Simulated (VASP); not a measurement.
# NaH (P4/mmm) in VASP: further runs

Runs on NaH. Level: PBE. Tasks: single point.

Everything below comes from runs of VASP 6.6.1. Logs are shortened: lines on timing, memory, paths and dates and some standing lists are left out, and cuts for length are marked.

## Step 1: The cell of the first run

Symmetry: P4/mmm, No. 123, tetragonal system. The conventional cell has a = 2.881 Å, b = 2.881 Å, c = 2.955 Å, α = 90.00°, β = 90.00°, γ = 90.00°. Na (site symmetry 4/mmm) has 8 H at 2.52 Å and 6 Na at 2.88 to 2.96 Å within 3.3 Å. H (site symmetry 4/mmm) has 8 Na at 2.52 Å and 6 H at 2.88 to 2.96 Å within 3.3 Å.

## Step 2: Single point, PBE (strain -0.025 along x and y, +0.000 along z)

The input, INCAR:

```
SYSTEM = NaH
PREC = Accurate
ENCUT = 520
EDIFF = 1E-6
ISMEAR = 0
SIGMA = 0.05
LREAL = .False.
LASPH = .True.
NELM = 60
ALGO = Normal
ISIF = 2
LWAVE = .False.
LCHARG = .False.
GGA = PE
NBANDS = 11
```

The input, KPOINTS:

```
Automatic mesh
0
Gamma
  10 10 10
  0 0 0
```

The input, POSCAR:

```
NaH
1.0
    2.8812459000      0.0000000000      0.0000000000
    0.0000000000      2.8812459000      0.0000000000
    0.0000000000      0.0000000000      2.9551240000
Na H
1 1
Direct
    0.0000000000      0.0000000000      0.0000000000
    0.5000000000      0.5000000000      0.5000000000
```

Potentials or basis: VASP PAW PBE potentials, release 64 (Na_pv, H).

Run with:

```bash
> cat potpaw_PBE.64/Na_pv/POTCAR potpaw_PBE.64/H/POTCAR > POTCAR
> mpirun -np 1 vasp_std > vasp.out
```

OUTCAR:

```text
SYSTEM = NaH
   PREC = Accurate
   ENCUT = 520
   EDIFF = 1E-6
   ISMEAR = 0
   LREAL = .False.
   LASPH = .True.
   NELM = 60
   ISIF = 2
   GGA = PE

 ion  position               nearest neighbor table
   1  0.000  0.000  0.000-
   2  0.500  0.500  0.500-

  LATTYP: Found a simple tetragonal cell.
 ALAT       =     2.8812459000
 C/A-ratio  =     1.0256410256

  Lattice vectors:

 A1 = (   2.8812459000,   0.0000000000,   0.0000000000)
 A2 = (   0.0000000000,   2.8812459000,   0.0000000000)
 A3 = (   0.0000000000,   0.0000000000,   2.9551240000)

Analysis of symmetry for initial positions (statically):
=====================================================================
 Subroutine PRICEL returns:
 Original cell was already a primitive cell.

 Routine SETGRP: Setting up the symmetry group for a
 simple tetragonal supercell.

 Subroutine GETGRP returns: Found 16 space group operations
 (whereof 16 operations were pure point group operations)
 out of a pool of 16 trial point group operations.

The static configuration has the point symmetry D_4h.

Analysis of symmetry for dynamics (positions and initial velocities):
=====================================================================
 Subroutine PRICEL returns:
 Original cell was already a primitive cell.

 Routine SETGRP: Setting up the symmetry group for a
 simple tetragonal supercell.

 Subroutine GETGRP returns: Found 16 space group operations
 (whereof 16 operations were pure point group operations)
 out of a pool of 16 trial point group operations.

The dynamic configuration has the point symmetry D_4h.

 Subroutine INISYM returns: Found 16 space group operations
 (whereof 16 operations are pure point group operations),
 and found     1 'primitive' translations

----------------------------------------------------------------------------------------

                                     Primitive cell

  volume of cell :      24.5322

  direct lattice vectors                    reciprocal lattice vectors
     2.881245900  0.000000000  0.000000000     0.347072077  0.000000000  0.000000000
     0.000000000  2.881245900  0.000000000     0.000000000  0.347072077  0.000000000
     0.000000000  0.000000000  2.955124000     0.000000000  0.000000000  0.338395275

  length of vectors
     2.881245900  2.881245900  2.955124000     0.347072077  0.347072077  0.338395275

  position of ions in fractional coordinates (direct lattice)
     0.000000000  0.000000000  0.000000000
     0.500000000  0.500000000  0.500000000

  ion indices of the primitive-cell ions
   primitive index   ion index
                 1           1
                 2           2

----------------------------------------------------------------------------------------

 KPOINTS: Automatic mesh

Automatic generation of k-mesh.
 Grid dimensions read from file:
 generate k-points for:   10   10   10

 Generating k-lattice:

  Cartesian coordinates                     Fractional coordinates (reciprocal lattice)
     0.034707208  0.000000000  0.000000000     0.100000000  0.000000000  0.000000000
     0.000000000  0.034707208  0.000000000     0.000000000  0.100000000  0.000000000
     0.000000000  0.000000000  0.033839528     0.000000000  0.000000000  0.100000000

  Length of vectors
     0.034707208  0.034707208  0.033839528

  Shift w.r.t. Gamma in fractional coordinates (k-lattice)
     0.000000000  0.000000000  0.000000000

 Subroutine IBZKPT returns following result:
 ===========================================

 Found    126 irreducible k-points:

 Following reciprocal coordinates:
            Coordinates               Weight
  0.000000  0.000000  0.000000      1.000000
  0.100000  0.000000  0.000000      4.000000
  0.200000  0.000000  0.000000      4.000000
  0.300000  0.000000  0.000000      4.000000
  0.400000  0.000000  0.000000      4.000000
  0.500000  0.000000  0.000000      2.000000
[... 16 lines left out ...]
  0.100000  0.000000  0.100000      8.000000
  0.200000  0.000000  0.100000      8.000000
 [... further k-points ...]
   k-points           NKPTS =    126   k-points in BZ     NKDIM =    126   number of bands    NBANDS=     11
   number of dos      NEDOS =    301   number of ions     NIONS =      2
   total plane-waves  NPLWV =  13824
   dimension x,y,z NGX =    24 NGY =   24 NGZ =   24
   dimension x,y,z NGXF=    48 NGYF=   48 NGZF=   48
   ions per type =               1   1
   NGX,Y,Z   is equivalent  to a cutoff of  13.85, 13.85, 13.50 a.u.
   NGXF,Y,Z  is equivalent  to a cutoff of  27.70, 27.70, 27.00 a.u.
 SYSTEM =  NaH
   PREC   = accura    normal or accurate (medium, high low for compatibility)
   ISTART =      0    job   : 0-new  1-cont  2-samecut
   ICHARG =      2    charge: 1-file 2-atom 10-const
   ISPIN  =      1    spin polarized calculation?
   LNONCOLLINEAR =      F non collinear calculations
   LSORBIT =      F    spin-orbit coupling
   LASPH  =      T    aspherical Exc in radial PAW
   ENCUT  =  520.0 eV  38.22 Ry    6.18 a.u.   5.36  5.36  5.49*2*pi/ulx,y,z
   NELM   =     60;   NELMIN=  2; NELMDL= -5     # of ELM steps
   EDIFF  = 0.1E-05   stopping-criterion for ELM
   LREAL  =      F    real-space projection
   EDIFFG = 0.1E-04   stopping-criterion for IOM
   NSW    =      0    number of steps for IOM
   IBRION =     -1    ionic relax: 0-MD 1-quasi-New 2-CG
   NFREE  =      0    steps in history (QN), initial steepest desc. (CG)
   ISIF   =      2    stress and relaxation
   ISYM   =      2    0-nonsym 1-usesym 2-fastsym
   POTIM  = 0.5000    time-step for ionic-motion
   TEBEG  =    0.0;   TEEND  =   0.0 temperature during run
   PSTRESS=    0.0 pullay stress
   NELECT =       8.0000    total number of electrons
   NUPDOWN=      -1.0000    fix difference up-down
   EMIN   =  10.00;   EMAX   =-10.00  energy-range for DOS
   EFERMI =   0.00;   METHOD = LEGACY
   ISMEAR =     0;   SIGMA  =   0.05  broadening in eV -4-tet -1-fermi 0-gaus
   EFERMI_NEDOS =   21; number of points for ismear=-14 and -15
   IALGO  =     38    algorithm
   IMIX   =      4    mixing-type and parameters
     AMIX     =   0.40;   BMIX     =  1.00
     AMIX_MAG =   1.60;   BMIX_MAG =  1.00
  volume/ion in A,a.u.               =      12.27        82.78
  Fermi-wavevector in a.u.,A,eV,Ry     =   1.126833  2.129405 17.276018  1.269752
  Thomas-Fermi vector in A             =   2.263516
   LORBIT       =      0    0 simple, 1 ext, 2 COOP (PROOUT), +10 PAW based schemes
   GGA     = PE    functional components
   LHFCALC =     F    Hartree Fock is set to
   AEXX    =    0.0000 exact exchange contribution
   IVDW    =     0    specifies the selected vdW correction
   LEPSILON=     F    determine dielectric tensor
   LRPA    =     F    only Hartree local field effects (RPA)
 non-spin polarized calculation
 Gauss-broadening in eV      SIGMA  =   0.05
  energy-cutoff  :      520.00
  volume of cell :       24.53
 maximum number of plane-waves:       679
 NGX is ok and might be reduce to    24
   NGX = 11   NGY = 11   NGZ = 11

 number of electron       8.0000003 magnetization

 Free energy of the ion-electron system (eV)
  ---------------------------------------------------
  ext. energy  EPLUGINS =         0.00000000
  ---------------------------------------------------
  free energy    TOTEN  =        -4.76121763 eV

  energy without entropy =       -4.76121763  energy(sigma->0) =       -4.76121763

 E-fermi :   1.8794     XC(G=0):  -8.3383

 val. band max:        1.5780029462   @ k =   0.5000   0.5000   0.5000
 cond. band min:       2.4434781509   @ k =   0.0000   0.0000   0.5000
 fundamental gap:      0.8654752046
 Fermi energy:         1.8794301481

 k-point     1 :       0.0000    0.0000    0.0000
  band No.  band energies     occupation
      1     -23.0053      2.00000
      2     -23.0011      2.00000
      3     -23.0011      2.00000
      4      -4.5896      2.00000
      5      10.5942      0.00000
      6      12.5715      0.00000
      7      12.9708      0.00000
      8      13.8548      0.00000
      9      14.7248      0.00000
     10      14.7248      0.00000
     11      27.7151      0.00000

 k-point     2 :       0.1000    0.0000    0.0000
  band No.  band energies     occupation
      1     -23.0224      2.00000
      2     -23.0034      2.00000
      3     -22.9992      2.00000
      4      -4.4233      2.00000
      5       9.7702      0.00000
      6      11.6759      0.00000
      7      12.8918      0.00000
      8      13.9773      0.00000
      9      14.8461      0.00000
     10      17.0898      0.00000
     11      26.1074      0.00000

 k-point     3 :       0.2000    0.0000    0.0000
  band No.  band energies     occupation
      1     -23.0780      2.00000
      2     -22.9984      2.00000
      3     -22.9944      2.00000
      4      -3.9397      2.00000
      5       7.4541      0.00000
      6      11.7503      0.00000
      7      13.3908      0.00000
      8      14.3382      0.00000
      9      15.2029      0.00000
     10      20.4805      0.00000
     11      23.7995      0.00000

 k-point     4 :       0.3000    0.0000    0.0000
  band No.  band energies     occupation
      1     -23.1459      2.00000
      2     -22.9921      2.00000
      3     -22.9884      2.00000
      4      -3.1965      2.00000
      5       5.2031      0.00000
      6      12.1907      0.00000
      7      14.2163      0.00000
      8      14.9062      0.00000
      9      15.7621      0.00000
     10      21.7536      0.00000
     11      21.7751      0.00000
[... 239 lines left out ...]
 k-point    22 :       0.0000    0.0000    0.1000
  band No.  band energies     occupation
      1     -23.0229      2.00000
      2     -22.9996      2.00000
      3     -22.9996      2.00000
      4      -4.4324      2.00000
      5       9.3068      0.00000
      6      11.9319      0.00000
      7      13.1349      0.00000
      8      14.8393      0.00000
      9      14.8393      0.00000
     10      16.1648      0.00000
     11      26.2781      0.00000

 k-point    23 :       0.1000    0.0000    0.1000
  band No.  band energies     occupation
      1     -23.0227      2.00000
      2     -23.0190      2.00000
      3     -22.9978      2.00000
      4      -4.2682      2.00000
      5       9.2291      0.00000
      6      10.6341      0.00000
      7      12.7288      0.00000
      8      14.9630      0.00000
      9      16.1960      0.00000
     10      17.2565      0.00000
     11      24.1004      0.00000

 k-point    24 :       0.2000    0.0000    0.1000
  band No.  band energies     occupation
      1     -23.0761      2.00000
      2     -23.0152      2.00000
      3     -22.9930      2.00000
      4      -3.7909      2.00000
      5       7.5485      0.00000
      6      10.2022      0.00000
      7      13.0764      0.00000
      8      15.3270      0.00000
      9      16.5677      0.00000
     10      20.5602      0.00000
     11      21.6375      0.00000

 [... further k-points ...]

------------------------ aborting loop because EDIFF is reached ----------------------------------------

  FORCE on cell =-STRESS in cart. coord.  units (eV):
  Direction    XX          YY          ZZ          XY          YZ          ZX
  --------------------------------------------------------------------------------------
  -------------------------------------------------------------------------------------
  Total        0.3924533      0.3924533     -0.0783554      0.0000000     -0.0000000     -0.0000000
  in kB       25.6308057     25.6308057     -5.1173268      0.0000000     -0.0000000     -0.0000000
  external PRESSURE =      15.3814282 kB  Pullay stress =       0.0000000 kB

 VOLUME and BASIS-vectors are now :
 -----------------------------------------------------------------------------
  energy-cutoff  :      520.00
  volume of cell :       24.53
      direct lattice vectors                 reciprocal lattice vectors
     2.881245900  0.000000000  0.000000000     0.347072077  0.000000000  0.000000000
     0.000000000  2.881245900  0.000000000     0.000000000  0.347072077  0.000000000
     0.000000000  0.000000000  2.955124000     0.000000000  0.000000000  0.338395275

 POSITION                                       TOTAL-FORCE (eV/Angst)
 -----------------------------------------------------------------------------------
      0.00000      0.00000      0.00000         0.000000      0.000000      0.000000
      1.44062      1.44062      1.47756         0.000000      0.000000      0.000000
 -----------------------------------------------------------------------------------
    total drift:                                0.000000      0.000000      0.000000

  FREE ENERGIE OF THE ION-ELECTRON SYSTEM (eV)
  ---------------------------------------------------
  free  energy   TOTEN  =        -4.7612176266 eV

  energy  without entropy=       -4.7612176266  energy(sigma->0) =       -4.76121763
```

Run time: 26 s. Hardware: 1 thread of Intel Xeon 8259CL, shared host; peak memory 0.15 GiB.

What came out:

* Free energy: -4.7612 eV
* Pressure: 1.5 GPa
* Band gap on the k mesh: 0.87 eV (least direct gap 4.53 eV)

Caveat: the cell differs from its parent crystal (strain -0.025 along x and y, +0.000 along z).

## Step 3: Single point, PBE (strain +0.000 along x and y, -0.025 along z)

The input, INCAR:

```
SYSTEM = NaH
ALGO = Normal
EDIFF = 1E-7
ENCUT = 520
GGA = PE
ISIF = 2
ISMEAR = 0
LASPH = .TRUE.
LCHARG = .FALSE.
LREAL = .FALSE.
LWAVE = .FALSE.
NBANDS = 11
NELM = 100
PREC = Accurate
SIGMA = 0.05
```

The input, KPOINTS:

```
k-points
0
G
  10 10 10
  0 0 0
```

The input, POSCAR:

```
NaH
1.0
    2.9551240000      0.0000000000      0.0000000000
    0.0000000000      2.9551240000      0.0000000000
    0.0000000000      0.0000000000      2.8812459000
Na H
1 1
Direct
    0.0000000000      0.0000000000      0.0000000000
    0.5000000000      0.5000000000      0.5000000000
```

Potentials or basis: VASP PAW PBE potentials, release 64 (Na_pv, H).

Run with:

```bash
> cat potpaw_PBE.64/Na_pv/POTCAR potpaw_PBE.64/H/POTCAR > POTCAR
> mpirun -np 1 vasp_std > vasp.out
```

Run time: 27 s. Hardware: 1 thread of Intel Xeon 8259CL, shared host; peak memory 0.15 GiB.

The run converged. Its results:

| Property | Result |
| --- | --- |
| Free energy | -4.7662 eV |
| Pressure | 0.8 GPa |
| Band gap on the k mesh | 0.95 eV (least direct gap 4.48 eV) |

Stress tensor (GPa, compression positive):
```
-0.15  0.00  0.00
 0.00 -0.15  0.00
 0.00  0.00  2.82
```

Levels at points of the mesh, in eV from the valence-band top:
| k point | band 2 | band 3 | band 4 | band 5 | band 6 | band 7 |
| --- | --- | --- | --- | --- | --- | --- |
| (0.00, 0.00, 0.00) | -24.57 | -24.57 | -6.04 | 8.81 | 10.83 | 11.34 |
| (0.50, 0.00, 0.00) | -24.56 | -24.55 | -3.53 | 0.95 | 11.14 | 14.36 |
| (0.50, 0.50, 0.00) | -24.72 | -24.54 | -1.88 | 4.17 | 4.17 | 6.78 |
| (0.00, 0.00, 0.50) | -24.55 | -24.55 | -3.36 | 1.19 | 10.97 | 14.33 |
| (0.50, 0.00, 0.50) | -24.71 | -24.54 | -1.73 | 4.36 | 4.41 | 7.01 |
| (0.50, 0.50, 0.50) | -24.69 | -24.69 | 0.00 | 6.90 | 6.90 | 7.00 |

Caveat: the cell differs from its parent crystal (strain +0.000 along x and y, -0.025 along z). A k mesh can miss the band edges.
